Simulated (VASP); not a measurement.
## Ni: electric field gradients with LDA

The system is Ni.

```xyz
2
Lattice="2.4723 0.0000 0.0000 -1.2361 2.1410 0.0000 0.0000 0.0000 4.1131" Properties=species:S:1:pos:R:3 pbc="T T T"
Ni    0.0000    1.4274    1.0283
Ni    1.2361    0.7137    3.0849
```

This cell differs from its parent crystal: volume scaled by 1.03.

```
Program                : VASP 6.6.1
Task                   : electric field gradients
Functional             : LDA
Potentials or basis    : VASP PAW LDA potentials, release 64 (Ni)
Cutoff                 : 520 eV
k mesh                 : 15 × 15 × 8
Occupations            : fermi-dirac, width 0.08 eV
Spin                   : collinear spin, ferromagnetic start
Starting moments       : [1.5, 1.5] μB
Dipole correction      : no
Further INCAR settings : ALGO = Normal; EDIFF = 1e-08; NBANDS = 21
```

| Item | Value |
| --- | --- |
| Pressure | -16.0 GPa |
| Net moment | 1.23 μB per cell |
| Site moments | Ni +0.62 μB |
| Valence electrons inside the program's atomic spheres | Ni 9.32 |

Stress tensor (GPa, compression positive):
```
-14.97   0.00   0.00
  0.00 -14.97   0.00
  0.00   0.00 -18.09
```

Levels at points of the mesh, in eV from the Fermi level:
Spin up:
```csv
k point,band 8,band 9,band 10,band 11,band 12,band 13,band 14,band 15
"(0.00, 0.00, 0.00)",-1.53,-1.53,-0.63,-0.63,-0.45,5.44,22.90,24.69
"(0.00, 0.00, 0.50)",-2.29,-0.92,-0.92,-0.92,-0.92,13.95,13.95,23.58
```
Spin down:
| k point | band 7 | band 8 | band 9 | band 10 | band 11 | band 12 |
| --- | --- | --- | --- | --- | --- | --- |
| (0.00, 0.00, 0.00) | -1.41 | -0.93 | -0.93 | -0.42 | 0.01 | 0.01 |
| (0.00, 0.00, 0.50) | -1.71 | -1.71 | -0.29 | -0.29 | -0.29 | -0.29 |

Electric field gradients, principal values (V/Å²):
```csv
atom,least,middle,greatest (by size)
1 Ni,0.980,0.985,-1.965
2 Ni,0.980,0.985,-1.965
```

Run time: 2.7 min on 1 thread of Intel Xeon 8259CL, on a shared host, peak memory 0.19 GiB.

Caveat: without QUAD_EFG the Cq values of the log hold for a quadrupole moment of 1 mb, not for the nuclei.
